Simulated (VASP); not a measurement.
# Ag (Fm-3m) in VASP: single point with r2SCAN

Aim: the single point of Ag with r2SCAN.

Program: VASP 6.6.1. These are calculated values, not measurements. Logs are shortened: lines on timing, memory, paths and dates and some standing lists are left out, and cuts for length are marked.

## (1) The cell of the first run

It takes space group Fm-3m (No. 225, cubic). Conventional cell: a = 4.104 Å, b = 4.104 Å, c = 4.104 Å, α = 90.00°, β = 90.00°, γ = 90.00°. Ag (site symmetry m-3m) has 12 Ag at 2.90 Å within 3.8 Å.

## (2) Single point, r2SCAN

File POSCAR:

```
Ag
1.0
    0.0000000000      2.0520698976      2.0520698976
    2.0520698976      0.0000000000      2.0520698976
    2.0520698976      2.0520698976      0.0000000000
Ag
1
Direct
    0.0000000000      0.0000000000      0.0000000000
```

File INCAR.step1:

```
SYSTEM = Ag
  ALGO = Normal
  EDIFF = 1E-5
  ENCUT = 550
  GGA = PE
  GGA_COMPAT = .FALSE.
  ISMEAR = 0
  LASPH = .TRUE.
  LCHARG = .FALSE.
  LREAL = .FALSE.
  LWAVE = .TRUE.
  NBANDS = 12
  NELM = 120
  PREC = Accurate
  SIGMA = 0.1
```

File INCAR.step2:

```
SYSTEM = Ag
  ALGO = Normal
  EDIFF = 1E-6
  ENCUT = 550
  GGA_COMPAT = .FALSE.
  ISIF = 2
  ISMEAR = 0
  ISTART = 1
  LASPH = .TRUE.
  LCHARG = .TRUE.
  LELF = .TRUE.
  LMIXTAU = .TRUE.
  LREAL = .FALSE.
  LVHAR = .TRUE.
  LWAVE = .FALSE.
  METAGGA = R2SCAN
  NBANDS = 12
  NELM = 120
  PREC = Accurate
  SIGMA = 0.1
```

File KPOINTS:

```
k-points
0
G
  18 18 18
  0 0 0
```

Potentials or basis: VASP PAW PBE potentials, release 64 (Ag).

Started as:

```bash
> cat potpaw_PBE.64/Ag/POTCAR > POTCAR
> cp INCAR.step1 INCAR
> mpirun -np 1 vasp_std > vasp.out
> cp INCAR.step2 INCAR
> mpirun -np 1 vasp_std > vasp.out
```

OUTCAR:

```text
SYSTEM = Ag
   EDIFF = 1E-6
   ENCUT = 550
   ISIF = 2
   ISMEAR = 0
   ISTART = 1
   LASPH = .TRUE.
   LREAL = .FALSE.
   METAGGA = R2SCAN
   NELM = 120
   PREC = Accurate

 ion  position               nearest neighbor table
   1  0.000  0.000  0.000-

  LATTYP: Found a face centered cubic cell.
 ALAT       =     4.1041397952

  Lattice vectors:

 A1 = (   0.0000000000,   2.0520698976,   2.0520698976)
 A2 = (   2.0520698976,   0.0000000000,   2.0520698976)
 A3 = (   2.0520698976,   2.0520698976,   0.0000000000)

Analysis of symmetry for initial positions (statically):
=====================================================================
 Subroutine PRICEL returns:
 Original cell was already a primitive cell.

 Routine SETGRP: Setting up the symmetry group for a
 face centered cubic supercell.

 Subroutine GETGRP returns: Found 48 space group operations
 (whereof 48 operations were pure point group operations)
 out of a pool of 48 trial point group operations.

The static configuration has the point symmetry O_h .

Analysis of symmetry for dynamics (positions and initial velocities):
=====================================================================
 Subroutine PRICEL returns:
 Original cell was already a primitive cell.

 Routine SETGRP: Setting up the symmetry group for a
 face centered cubic supercell.

 Subroutine GETGRP returns: Found 48 space group operations
 (whereof 48 operations were pure point group operations)
 out of a pool of 48 trial point group operations.

The dynamic configuration has the point symmetry O_h .

 Subroutine INISYM returns: Found 48 space group operations
 (whereof 48 operations are pure point group operations),
 and found     1 'primitive' translations

----------------------------------------------------------------------------------------

                                     Primitive cell

  volume of cell :      17.2825

  direct lattice vectors                    reciprocal lattice vectors
     0.000000000  2.052069898  2.052069898    -0.243656418  0.243656418  0.243656418
     2.052069898  0.000000000  2.052069898     0.243656418 -0.243656418  0.243656418
     2.052069898  2.052069898  0.000000000     0.243656418  0.243656418 -0.243656418

  length of vectors
     2.902065080  2.902065080  2.902065080     0.422025295  0.422025295  0.422025295

  position of ions in fractional coordinates (direct lattice)
     0.000000000  0.000000000  0.000000000

  ion indices of the primitive-cell ions
   primitive index   ion index
                 1           1

----------------------------------------------------------------------------------------

 KPOINTS: k-points

Automatic generation of k-mesh.
 Grid dimensions read from file:
 generate k-points for:   18   18   18

 Generating k-lattice:

  Cartesian coordinates                     Fractional coordinates (reciprocal lattice)
    -0.013536468  0.013536468  0.013536468     0.055555556  0.000000000  0.000000000
     0.013536468 -0.013536468  0.013536468     0.000000000  0.055555556  0.000000000
     0.013536468  0.013536468 -0.013536468     0.000000000  0.000000000  0.055555556

  Length of vectors
     0.023445850  0.023445850  0.023445850

  Shift w.r.t. Gamma in fractional coordinates (k-lattice)
     0.000000000  0.000000000  0.000000000

 Subroutine IBZKPT returns following result:
 ===========================================

 Found    195 irreducible k-points:

 Following reciprocal coordinates:
            Coordinates               Weight
  0.000000  0.000000  0.000000      1.000000
  0.055556  0.000000  0.000000      8.000000
  0.111111  0.000000  0.000000      8.000000
  0.166667  0.000000  0.000000      8.000000
  0.222222  0.000000  0.000000      8.000000
  0.277778  0.000000  0.000000      8.000000
[... 16 lines left out ...]
 -0.277778  0.055556  0.000000     24.000000
 -0.222222  0.055556  0.000000     24.000000
 [... further k-points ...]
   k-points           NKPTS =    195   k-points in BZ     NKDIM =    195   number of bands    NBANDS=     12
   number of dos      NEDOS =    301   number of ions     NIONS =      1
   total plane-waves  NPLWV =  13824
   dimension x,y,z NGX =    24 NGY =   24 NGZ =   24
   dimension x,y,z NGXF=    48 NGYF=   48 NGZF=   48
   ions per type =               1
   NGX,Y,Z   is equivalent  to a cutoff of  13.75, 13.75, 13.75 a.u.
   NGXF,Y,Z  is equivalent  to a cutoff of  27.50, 27.50, 27.50 a.u.
 SYSTEM =  Ag
   PREC   = accura    normal or accurate (medium, high low for compatibility)
   ISTART =      1    job   : 0-new  1-cont  2-samecut
   ICHARG =      0    charge: 1-file 2-atom 10-const
   ISPIN  =      1    spin polarized calculation?
   LNONCOLLINEAR =      F non collinear calculations
   LSORBIT =      F    spin-orbit coupling
   LASPH  =      T    aspherical Exc in radial PAW
   ENCUT  =  550.0 eV  40.42 Ry    6.36 a.u.   5.55  5.55  5.55*2*pi/ulx,y,z
   NELM   =    120;   NELMIN=  2; NELMDL=  0     # of ELM steps
   EDIFF  = 0.1E-05   stopping-criterion for ELM
   LREAL  =      F    real-space projection
   EDIFFG = 0.1E-04   stopping-criterion for IOM
   NSW    =      0    number of steps for IOM
   IBRION =     -1    ionic relax: 0-MD 1-quasi-New 2-CG
   NFREE  =      0    steps in history (QN), initial steepest desc. (CG)
   ISIF   =      2    stress and relaxation
   ISYM   =      2    0-nonsym 1-usesym 2-fastsym
   POTIM  = 0.5000    time-step for ionic-motion
   TEBEG  =    0.0;   TEEND  =   0.0 temperature during run
   PSTRESS=    0.0 pullay stress
   NELECT =      11.0000    total number of electrons
   NUPDOWN=      -1.0000    fix difference up-down
   EMIN   =  10.00;   EMAX   =-10.00  energy-range for DOS
   EFERMI =   0.00;   METHOD = LEGACY
   ISMEAR =     0;   SIGMA  =   0.10  broadening in eV -4-tet -1-fermi 0-gaus
   EFERMI_NEDOS =   21; number of points for ismear=-14 and -15
   IALGO  =     38    algorithm
   IMIX   =      4    mixing-type and parameters
     AMIX     =   0.40;   BMIX     =  1.00
     AMIX_MAG =   1.60;   BMIX_MAG =  1.00
  volume/ion in A,a.u.               =      17.28       116.63
  Fermi-wavevector in a.u.,A,eV,Ry     =   1.408219  2.661148 26.981457  1.983081
  Thomas-Fermi vector in A             =   2.530399
   LORBIT       =      0    0 simple, 1 ext, 2 COOP (PROOUT), +10 PAW based schemes
   METAGGA = R2SCAN    functional components
   LHFCALC =     F    Hartree Fock is set to
   AEXX    =    0.0000 exact exchange contribution
   IVDW    =     0    specifies the selected vdW correction
   LEPSILON=     F    determine dielectric tensor
   LRPA    =     F    only Hartree local field effects (RPA)
 non-spin polarized calculation
 Gauss-broadening in eV      SIGMA  =   0.10
  energy-cutoff  :      550.00
  volume of cell :       17.28
 maximum number of plane-waves:       531
 NGX is ok and might be reduce to    24
   NGX = 11   NGY = 11   NGZ = 11

 number of electron      10.9999999 magnetization

 Free energy of the ion-electron system (eV)
  ---------------------------------------------------
  ext. energy  EPLUGINS =         0.00000000
  ---------------------------------------------------
  free energy    TOTEN  =       -21.36043673 eV

  energy without entropy =      -21.35942460  energy(sigma->0) =      -21.35993066

 E-fermi :   8.2132     XC(G=0): -12.8749

 val. band max:        8.1803678535   @ k =   0.5000   0.1667   0.0556
 cond. band min:       8.3349944426   @ k =   0.5000   0.3333   0.1111
 fundamental gap:      0.1546265891
 Fermi energy:         8.2131764806

 k-point     1 :       0.0000    0.0000    0.0000
  band No.  band energies     occupation
      1       0.3891      2.00000
      2       3.1554      2.00000
      3       3.1554      2.00000
      4       3.1554      2.00000
      5       4.1753      2.00000
      6       4.1753      2.00000
      7      24.8664      0.00000
      8      28.5102      0.00000
      9      28.5102      0.00000
     10      28.5102      0.00000
     11      33.4343      0.00000
     12      34.3989      0.00000

 k-point     2 :       0.0556    0.0000    0.0000
  band No.  band energies     occupation
      1       0.4879      2.00000
      2       3.1334      2.00000
      3       3.1825      2.00000
      4       3.1825      2.00000
      5       4.1650      2.00000
      6       4.1650      2.00000
      7      24.8776      0.00000
      8      27.6308      0.00000
      9      28.5421      0.00000
     10      28.5421      0.00000
     11      33.4905      0.00000
     12      34.3057      0.00000

 k-point     3 :       0.1111    0.0000    0.0000
  band No.  band energies     occupation
      1       0.7726      2.00000
      2       3.0839      2.00000
      3       3.2527      2.00000
      4       3.2527      2.00000
      5       4.1451      2.00000
      6       4.1451      2.00000
      7      24.5665      0.00000
      8      26.2044      0.00000
      9      28.6155      0.00000
     10      28.6155      0.00000
     11      32.6441      0.00000
     12      33.9603      0.00000

 k-point     4 :       0.1667    0.0000    0.0000
  band No.  band energies     occupation
      1       1.1910      2.00000
      2       3.0707      2.00000
      3       3.3304      2.00000
      4       3.3304      2.00000
      5       4.1505      2.00000
      6       4.1505      2.00000
      7      22.9572      0.00000
      8      25.7788      0.00000
      9      28.6625      0.00000
     10      28.6625      0.00000
     11      31.9124      0.00000
     12      33.3192      0.00000

 k-point     5 :       0.2222    0.0000    0.0000
  band No.  band energies     occupation
      1       1.5920      2.00000
      2       3.2596      2.00000
      3       3.3626      2.00000
      4       3.3626      2.00000
      5       4.2305      2.00000
      6       4.2305      2.00000
      7      20.8027      0.00000
      8      25.6141      0.00000
      9      28.5740      0.00000
     10      28.5741      0.00000
     11      31.7295      0.00000
     12      32.5879      0.00000
[... 228 lines left out ...]
      1       1.7169      2.00000
      2       3.1531      2.00000
      3       3.2100      2.00000
      4       4.6948      2.00000
      5       4.7639      2.00000
      6       6.7688      2.00000
      7      13.8311      0.00000
      8      24.1574      0.00000
      9      26.0410      0.00000
     10      27.3701      0.00000
     11      31.6988      0.00000
     12      32.0510      0.00000

 k-point    22 :      -0.3333    0.0556    0.0000
  band No.  band energies     occupation
      1       1.7909      2.00000
      2       3.2211      2.00000
      3       3.2715      2.00000
      4       4.4244      2.00000
      5       4.5542      2.00000
      6       5.6396      2.00000
      7      15.7844      0.00000
      8      24.4075      0.00000
      9      26.3798      0.00000
     10      28.2980      0.00000
     11      31.5110      0.00000
     12      31.7564      0.00000

 k-point    23 :      -0.2778    0.0556    0.0000
  band No.  band energies     occupation
      1       1.8430      2.00000
      2       3.2866      2.00000
      3       3.3450      2.00000
      4       3.9037      2.00000
      5       4.3255      2.00000
      6       4.8867      2.00000
      7      17.9162      0.00000
      8      24.7209      0.00000
      9      26.9052      0.00000
     10      29.3563      0.00000
     11      31.2059      0.00000
     12      31.3656      0.00000

 k-point    24 :      -0.2222    0.0556    0.0000
  band No.  band energies     occupation
      1       1.7582      2.00000
      2       3.2145      2.00000
      3       3.3975      2.00000
      4       3.4496      2.00000
      5       4.1334      2.00000
      6       4.5134      2.00000
      7      20.1294      0.00000
      8      25.0265      0.00000
      9      27.4580      0.00000
     10      30.0408      0.00000
     11      30.7190      0.00000
     12      31.6935      0.00000

 [... further k-points ...]

------------------------ aborting loop because EDIFF is reached ----------------------------------------

  FORCE on cell =-STRESS in cart. coord.  units (eV):
  Direction    XX          YY          ZZ          XY          YZ          ZX
  --------------------------------------------------------------------------------------
  -------------------------------------------------------------------------------------
  Total        0.0091372      0.0091372      0.0091372     -0.0000000     -0.0000000     -0.0000000
  in kB        0.8470677      0.8470677      0.8470677     -0.0000000     -0.0000000     -0.0000000
  external PRESSURE =       0.8470677 kB  Pullay stress =       0.0000000 kB

 VOLUME and BASIS-vectors are now :
 -----------------------------------------------------------------------------
  energy-cutoff  :      550.00
  volume of cell :       17.28
      direct lattice vectors                 reciprocal lattice vectors
     0.000000000  2.052069898  2.052069898    -0.243656418  0.243656418  0.243656418
     2.052069898  0.000000000  2.052069898     0.243656418 -0.243656418  0.243656418
     2.052069898  2.052069898  0.000000000     0.243656418  0.243656418 -0.243656418

 POSITION                                       TOTAL-FORCE (eV/Angst)
 -----------------------------------------------------------------------------------
      0.00000      0.00000      0.00000        -0.000000     -0.000000     -0.000000
 -----------------------------------------------------------------------------------
    total drift:                                0.000000      0.000000      0.000000

  FREE ENERGIE OF THE ION-ELECTRON SYSTEM (eV)
  ---------------------------------------------------
  free  energy   TOTEN  =       -21.3604367297 eV

  energy  without entropy=      -21.3594245969  energy(sigma->0) =      -21.35993066
```

Run time: 2.4 min. Hardware: 1 thread of AMD EPYC 7R43 (Zen 3), shared host; peak memory 0.14 GiB.

Results:

* Free energy: -21.3604 eV
* Pressure: 0.1 GPa

Caveat: the PAW data sets were made with another functional, which shifts forces and pressure a little.
